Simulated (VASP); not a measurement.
# WS2 (Cmcm) in VASP: notebook

The runs below take WS2 through single point, with PBE+D3(BJ).

Everything below comes from runs of VASP 6.6.1. Logs are shortened: lines on timing, memory, paths and dates and some standing lists are left out, and cuts for length are marked.

## Step 1: The cell of the first run

It takes space group Cmcm (No. 63, orthorhombic). Conventional cell: a = 3.154 Å, b = 5.463 Å, c = 12.140 Å, α = 90.00°, β = 90.00°, γ = 90.00°. Within 3.2 Å of W (site symmetry m2m) lie 6 S at 2.41 Å and 6 W at 3.15 Å. S (site symmetry m) has 3 W at 2.41 Å and 8 S at 3.10 to 3.15 Å within 3.2 Å.

## Step 2: Single point, PBE+D3(BJ) (atoms displaced along a vibrational mode)

INCAR reads:

```
  ALGO = Normal
  EDIFF = 1E-7
  ENCUT = 520
  GGA = PE
  ISIF = 2
  ISMEAR = 0
  IVDW = 12
  LASPH = T
  LCHARG = F
  LREAL = F
  LWAVE = F
  NBANDS = 35
  NELM = 100
  PREC = Accurate
  SIGMA = 0.05
```

KPOINTS reads:

```
k-points
0
Gamma
  12 12 4
```

POSCAR reads:

```
WS2
1.0
    3.1542061832      0.0000000000      0.0000000000
   -1.5771030916      2.7316226834      0.0000000000
    0.0000000000      0.0000000000     12.1399091344
W S
2 4
Direct
    0.2601167792      0.5202335585      0.2500000000
    0.7398832208      0.4797664415      0.7500000000
    0.4056817997      0.8113635994      0.6202874207
    0.5943182003      0.1886364006      0.1202874207
    0.4056817997      0.8113635994      0.8797125793
    0.5943182003      0.1886364006      0.3797125793
```

Potentials or basis: VASP PAW PBE potentials, release 64 (W_sv, S).

On the command line:

```
> cat potpaw_PBE.64/W_sv/POTCAR potpaw_PBE.64/S/POTCAR > POTCAR
> mpirun -np 1 vasp_std > vasp.out
```

OUTCAR:

```text
EDIFF = 1E-7
   ENCUT = 520
   GGA = PE
   ISIF = 2
   ISMEAR = 0
   IVDW = 12
   LASPH = T
   LREAL = F
   NELM = 100
   PREC = Accurate
 IVDW          = 12

 ion  position               nearest neighbor table
   1  0.260  0.520  0.250-   4 2.41   6 2.41   4 2.41   6 2.41   4 2.41   6 2.41
   2  0.740  0.480  0.750-   3 2.41   5 2.41   3 2.41   5 2.41   3 2.41   5 2.41
   3  0.406  0.811  0.620-   2 2.41   2 2.41   2 2.41
   4  0.594  0.189  0.120-   1 2.41   1 2.41   1 2.41
   5  0.406  0.811  0.880-   2 2.41   2 2.41   2 2.41
   6  0.594  0.189  0.380-   1 2.41   1 2.41   1 2.41

  LATTYP: Found a hexagonal cell.
 ALAT       =     3.1542061832
 C/A-ratio  =     3.8488001194

  Lattice vectors:

 A1 = (   3.1542061832,   0.0000000000,   0.0000000000)
 A2 = (  -1.5771030916,   2.7316226834,   0.0000000000)
 A3 = (   0.0000000000,   0.0000000000,  12.1399091344)

Analysis of symmetry for initial positions (statically):
=====================================================================
 Subroutine PRICEL returns:
 Original cell was already a primitive cell.

 Routine SETGRP: Setting up the symmetry group for a
 hexagonal supercell.

 Subroutine GETGRP returns: Found  8 space group operations
 (whereof  4 operations were pure point group operations)
 out of a pool of 24 trial point group operations.

The static configuration has the point symmetry C_2h.
 The point group associated with its full space group is D_2h.

Analysis of symmetry for dynamics (positions and initial velocities):
=====================================================================
 Subroutine PRICEL returns:
 Original cell was already a primitive cell.

 Routine SETGRP: Setting up the symmetry group for a
 hexagonal supercell.

 Subroutine GETGRP returns: Found  8 space group operations
 (whereof  4 operations were pure point group operations)
 out of a pool of 24 trial point group operations.

The dynamic configuration has the point symmetry C_2h.
 The point group associated with its full space group is D_2h.

 Subroutine INISYM returns: Found  8 space group operations
 (whereof  4 operations are pure point group operations),
 and found     1 'primitive' translations

----------------------------------------------------------------------------------------

                                     Primitive cell

  volume of cell :     104.5987

  direct lattice vectors                    reciprocal lattice vectors
     3.154206183  0.000000000  0.000000000     0.317036979  0.183041385  0.000000000
    -1.577103092  2.731622683  0.000000000     0.000000000  0.366082771  0.000000000
     0.000000000  0.000000000 12.139909134     0.000000000  0.000000000  0.082372939

  length of vectors
     3.154206183  3.154206183 12.139909134     0.366082771  0.366082771  0.082372939

  position of ions in fractional coordinates (direct lattice)
     0.260116779  0.520233559  0.250000000
     0.739883221  0.479766441  0.750000000
     0.405681800  0.811363599  0.620287421
     0.594318200  0.188636401  0.120287421
     0.405681800  0.811363599  0.879712579
     0.594318200  0.188636401  0.379712579

  ion indices of the primitive-cell ions
   primitive index   ion index
                 1           1
                 2           2
                 3           3
                 4           4
                 5           5
                 6           6

----------------------------------------------------------------------------------------

 KPOINTS: k-points

Automatic generation of k-mesh.
 Grid dimensions read from file:
 generate k-points for:   12   12    4

 Generating k-lattice:

  Cartesian coordinates                     Fractional coordinates (reciprocal lattice)
     0.026419748  0.015253449  0.000000000     0.083333333  0.000000000  0.000000000
     0.000000000  0.030506898  0.000000000     0.000000000  0.083333333  0.000000000
     0.000000000  0.000000000  0.020593235     0.000000000  0.000000000  0.250000000

  Length of vectors
     0.030506898  0.030506898  0.020593235

  Shift w.r.t. Gamma in fractional coordinates (k-lattice)
     0.000000000  0.000000000  0.000000000

 Subroutine IBZKPT returns following result:
 ===========================================

 Found    129 irreducible k-points:

 Following reciprocal coordinates:
            Coordinates               Weight
  0.000000  0.000000  0.000000      1.000000
  0.083333 -0.000000  0.000000      4.000000
  0.000000  0.083333  0.000000      2.000000
  0.166667 -0.000000  0.000000      4.000000
  0.000000  0.166667  0.000000      2.000000
  0.250000  0.000000  0.000000      4.000000
[... 16 lines left out ...]
 -0.083333  0.416667  0.000000      4.000000
 -0.416667  0.333333  0.000000      4.000000
 [... further k-points ...]
   k-points           NKPTS =    129   k-points in BZ     NKDIM =    129   number of bands    NBANDS=     35
   number of dos      NEDOS =    301   number of ions     NIONS =      6
   total plane-waves  NPLWV =  51840
   dimension x,y,z NGX =    24 NGY =   24 NGZ =   90
   dimension x,y,z NGXF=    48 NGYF=   48 NGZF=  180
   ions per type =               2   4
   NGX,Y,Z   is equivalent  to a cutoff of  12.65, 12.65, 12.32 a.u.
   NGXF,Y,Z  is equivalent  to a cutoff of  25.30, 25.30, 24.65 a.u.
 SYSTEM =  unknown system
   PREC   = accura    normal or accurate (medium, high low for compatibility)
   ISTART =      0    job   : 0-new  1-cont  2-samecut
   ICHARG =      2    charge: 1-file 2-atom 10-const
   ISPIN  =      1    spin polarized calculation?
   LNONCOLLINEAR =      F non collinear calculations
   LSORBIT =      F    spin-orbit coupling
   LASPH  =      T    aspherical Exc in radial PAW
   ENCUT  =  520.0 eV  38.22 Ry    6.18 a.u.   5.86  5.86 22.57*2*pi/ulx,y,z
   NELM   =    100;   NELMIN=  2; NELMDL= -5     # of ELM steps
   EDIFF  = 0.1E-06   stopping-criterion for ELM
   LREAL  =      F    real-space projection
   EDIFFG = 0.1E-05   stopping-criterion for IOM
   NSW    =      0    number of steps for IOM
   IBRION =     -1    ionic relax: 0-MD 1-quasi-New 2-CG
   NFREE  =      0    steps in history (QN), initial steepest desc. (CG)
   ISIF   =      2    stress and relaxation
   ISYM   =      2    0-nonsym 1-usesym 2-fastsym
   POTIM  = 0.5000    time-step for ionic-motion
   TEBEG  =    0.0;   TEEND  =   0.0 temperature during run
   PSTRESS=    0.0 pullay stress
   NELECT =      52.0000    total number of electrons
   NUPDOWN=      -1.0000    fix difference up-down
   EMIN   =  10.00;   EMAX   =-10.00  energy-range for DOS
   EFERMI =   0.00;   METHOD = LEGACY
   ISMEAR =     0;   SIGMA  =   0.05  broadening in eV -4-tet -1-fermi 0-gaus
   EFERMI_NEDOS =   21; number of points for ismear=-14 and -15
   IALGO  =     38    algorithm
   IMIX   =      4    mixing-type and parameters
     AMIX     =   0.40;   BMIX     =  1.00
     AMIX_MAG =   1.60;   BMIX_MAG =  1.00
  volume/ion in A,a.u.               =      17.43       117.64
  Fermi-wavevector in a.u.,A,eV,Ry     =   1.296882  2.450752 22.883686  1.681903
  Thomas-Fermi vector in A             =   2.428310
   LORBIT       =      0    0 simple, 1 ext, 2 COOP (PROOUT), +10 PAW based schemes
   GGA     = PE    functional components
   LHFCALC =     F    Hartree Fock is set to
   AEXX    =    0.0000 exact exchange contribution
   IVDW    =    12    specifies the selected vdW correction
   LEPSILON=     F    determine dielectric tensor
   LRPA    =     F    only Hartree local field effects (RPA)
 non-spin polarized calculation
 Gauss-broadening in eV      SIGMA  =   0.05
  energy-cutoff  :      520.00
  volume of cell :      104.60
 maximum number of plane-waves:      2841
   NGX = 11   NGY = 11   NGZ = 45

 number of electron      52.0000003 magnetization

 Free energy of the ion-electron system (eV)
  ---------------------------------------------------
  ext. energy  EPLUGINS =         0.00000000
  ---------------------------------------------------
  free energy    TOTEN  =       -47.03767047 eV

  energy without entropy =      -47.03767047  energy(sigma->0) =      -47.03767047

 E-fermi :   8.0644     XC(G=0): -11.0630

 val. band max:        7.8409525300   @ k =   0.0000   0.0000   0.0000
 cond. band min:       8.6563586964   @ k =   0.1667   0.1667   0.0000
 fundamental gap:      0.8154061664
 Fermi energy:         8.0644159079

 k-point     1 :       0.0000    0.0000    0.0000
  band No.  band energies     occupation
      1     -66.8964      2.00000
      2     -66.8963      2.00000
      3     -31.1594      2.00000
      4     -31.1593      2.00000
      5     -30.9735      2.00000
      6     -30.9735      2.00000
[... 27 lines left out ...]
     34      10.2192      0.00000
     35      12.4892      0.00000

 k-point     2 :       0.0833   -0.0000    0.0000
  band No.  band energies     occupation
      1     -66.8951      2.00000
      2     -66.8950      2.00000
      3     -31.1549      2.00000
      4     -31.1548      2.00000
      5     -30.9984      2.00000
      6     -30.9984      2.00000
[... 27 lines left out ...]
     34      10.2433      0.00000
     35      13.0304      0.00000

 k-point     3 :       0.0000    0.0833    0.0000
  band No.  band energies     occupation
      1     -66.8951      2.00000
      2     -66.8950      2.00000
      3     -31.1549      2.00000
      4     -31.1548      2.00000
      5     -30.9985      2.00000
      6     -30.9985      2.00000
[... 27 lines left out ...]
     34      10.3549      0.00000
     35      13.0344      0.00000

 k-point     4 :       0.1667   -0.0000    0.0000
  band No.  band energies     occupation
      1     -66.8916      2.00000
      2     -66.8916      2.00000
      3     -31.1425      2.00000
      4     -31.1425      2.00000
      5     -31.0662      2.00000
      6     -31.0662      2.00000
[... 27 lines left out ...]
     34      10.7479      0.00000
     35      14.0982      0.00000

 k-point     5 :       0.0000    0.1667    0.0000
  band No.  band energies     occupation
      1     -66.8916      2.00000
      2     -66.8916      2.00000
      3     -31.1426      2.00000
      4     -31.1425      2.00000
      5     -31.0663      2.00000
      6     -31.0663      2.00000
[... 638 lines left out ...]
 k-point    22 :       0.3333    0.0833    0.0000
  band No.  band energies     occupation
      1     -66.8797      2.00000
      2     -66.8797      2.00000
      3     -31.2809      2.00000
      4     -31.2809      2.00000
      5     -31.1001      2.00000
      6     -31.1001      2.00000
[... 27 lines left out ...]
     34      11.9300      0.00000
     35      12.9123      0.00000

 k-point    23 :      -0.0833    0.4167    0.0000
  band No.  band energies     occupation
      1     -66.8797      2.00000
      2     -66.8797      2.00000
      3     -31.2808      2.00000
      4     -31.2808      2.00000
      5     -31.1003      2.00000
      6     -31.1002      2.00000
[... 27 lines left out ...]
     34      12.1066      0.00000
     35      13.1083      0.00000

 k-point    24 :      -0.4167    0.3333    0.0000
  band No.  band energies     occupation
      1     -66.8797      2.00000
      2     -66.8797      2.00000
      3     -31.2810      2.00000
      4     -31.2810      2.00000
      5     -31.1001      2.00000
      6     -31.1001      2.00000
[... 27 lines left out ...]
     34      12.0885      0.00000
     35      13.0167      0.00000

 [... further k-points ...]

------------------------ aborting loop because EDIFF is reached ----------------------------------------

 Edisp (eV)   -2.60985

 E8    (eV) :    -1.0966

  FORCE on cell =-STRESS in cart. coord.  units (eV):
  Direction    XX          YY          ZZ          XY          YZ          ZX
  --------------------------------------------------------------------------------------
  -------------------------------------------------------------------------------------
  Total       0.09030     0.02900     1.37411     0.00000     0.00000     0.00000
  in kB       1.38323     0.44417    21.04770     0.00000     0.00000     0.00000
  external pressure =        7.63 kB  Pullay stress =        0.00 kB

 VOLUME and BASIS-vectors are now :
 -----------------------------------------------------------------------------
  energy-cutoff  :      520.00
  volume of cell :      104.60
      direct lattice vectors                 reciprocal lattice vectors
     3.154206183  0.000000000  0.000000000     0.317036979  0.183041385  0.000000000
    -1.577103092  2.731622683  0.000000000     0.000000000  0.366082771  0.000000000
     0.000000000  0.000000000 12.139909134     0.000000000  0.000000000  0.082372939

 POSITION                                       TOTAL-FORCE (eV/Angst)
 -----------------------------------------------------------------------------------
     -0.00000      1.42108      3.03498        -0.000000      0.221801     -0.000000
      1.57710      1.31054      9.10493         0.000000     -0.221801     -0.000000
     -0.00000      2.21634      7.53023         0.000000     -0.077177      0.184156
      1.57710      0.51528      1.46028         0.000000      0.077177      0.184156
     -0.00000      2.21634     10.67963         0.000000     -0.077177     -0.184156
      1.57710      0.51528      4.60968         0.000000      0.077177     -0.184156
 -----------------------------------------------------------------------------------
    total drift:                                0.000000     -0.000000      0.000000

  FREE ENERGIE OF THE ION-ELECTRON SYSTEM (eV)
  ---------------------------------------------------
  free  energy   TOTEN  =       -49.6475247162 eV

  energy  without entropy=      -49.6475247162  energy(sigma->0) =      -49.64752472
```

Run time: 10 min. Hardware: 1 thread of Intel Xeon Platinum 8259CL at 2.50GHz (Skylake/Cascade Lake), shared host; peak memory 0.49 GiB.

Results:

```yaml
Free_energy: -49.6475 eV
Pressure: 0.8 GPa
Largest_force: 0.222 eV/Å
Band_gap_on_the_k_mesh: 0.82 eV (least direct gap 1.86 eV)
Dispersion_energy_per_atom: -0.435 eV
```

Forces on the atoms (eV/Å):
```
W    0.000  0.222  0.000
W    0.000 -0.222  0.000
S    0.000 -0.077  0.184
S    0.000  0.077  0.184
S    0.000 -0.077 -0.184
S    0.000  0.077 -0.184
```

Stress tensor (GPa, compression positive):
```
0.14 0.00 0.00
0.00 0.04 0.00
0.00 0.00 2.10
```

Caveat: the cell differs from its parent crystal (atoms displaced along a vibrational mode); spin-orbit coupling is left out, which moves the levels of the heavy elements. A k mesh can miss the band edges.

## Step 3: Single point, PBE+D3(BJ) (atoms displaced along a vibrational mode)

INCAR reads:

```
ALGO = Normal
EDIFF = 1E-7
ENCUT = 520
GGA = PE
ISIF = 2
ISMEAR = 0
IVDW = 12
LASPH = True
LCHARG = False
LREAL = False
LWAVE = False
NBANDS = 35
NELM = 80
PREC = Accurate
SIGMA = 0.05
```

KPOINTS is that of step 2.

POSCAR reads:

```
WS2
1.0
    3.1542061832      0.0000000000      0.0000000000
   -1.5771030916      2.7316226834      0.0000000000
    0.0000000000      0.0000000000     12.1399091344
W S
2 4
Direct
    0.3882457489      0.7764914978      0.2500000000
    0.6117542511      0.2235085022      0.7500000000
    0.2790719835      0.5581439671      0.6202874207
    0.7209280165      0.4418560329      0.1202874207
    0.2790719835      0.5581439671      0.8797125793
    0.7209280165      0.4418560329      0.3797125793
```

Potentials or basis: VASP PAW PBE potentials, release 64 (W_sv, S).

On the command line:

```
> cat potpaw_PBE.64/W_sv/POTCAR potpaw_PBE.64/S/POTCAR > POTCAR
> mpirun -np 1 vasp_std > vasp.out
```

Wall time 8.6 min (1 thread of Intel Xeon Platinum 8259CL at 2.50GHz (Skylake/Cascade Lake), shared host); peak memory 0.49 GiB.

Results (log left out):

- Free energy: -49.7576 eV
- Pressure: 0.2 GPa
- Largest force: 0.134 eV/Å
- Band gap on the k mesh: 0.89 eV (least direct gap 1.85 eV)
- Dispersion energy per atom: -0.435 eV

Forces in eV/Å, atoms in the order of the input:
```
W    0.000 -0.134  0.000
W    0.000  0.134  0.000
S    0.000 -0.020  0.048
S    0.000  0.020  0.048
S    0.000 -0.020 -0.048
S    0.000  0.020 -0.048
```

Stress tensor (GPa, compression positive):
```
 0.32  0.00  0.00
 0.00 -0.13  0.00
 0.00  0.00  0.43
```

Levels at points of the mesh, in eV from the valence-band top:
```
           k point  band 24  band 25  band 26  band 27  band 28  band 29
(0.00, 0.00, 0.00)    -1.43    -1.34     0.00     2.13     2.19     2.20
(0.50, 0.00, 0.00)    -1.96    -1.80    -1.49     2.27     2.30     2.61
(0.00, 0.50, 0.00)    -1.80    -1.79    -1.54     2.25     2.31     2.37
(0.00, 0.00, 0.50)    -2.25    -0.32    -0.32     2.14     2.14     2.24
(0.50, 0.00, 0.50)    -1.93    -1.63    -1.63     2.28     2.28     2.70
(0.00, 0.50, 0.50)    -1.93    -1.64    -1.64     2.28     2.28     2.62
```

Caveat: the cell differs from its parent crystal (atoms displaced along a vibrational mode); spin-orbit coupling is left out, which moves the levels of the heavy elements. A k mesh can miss the band edges.
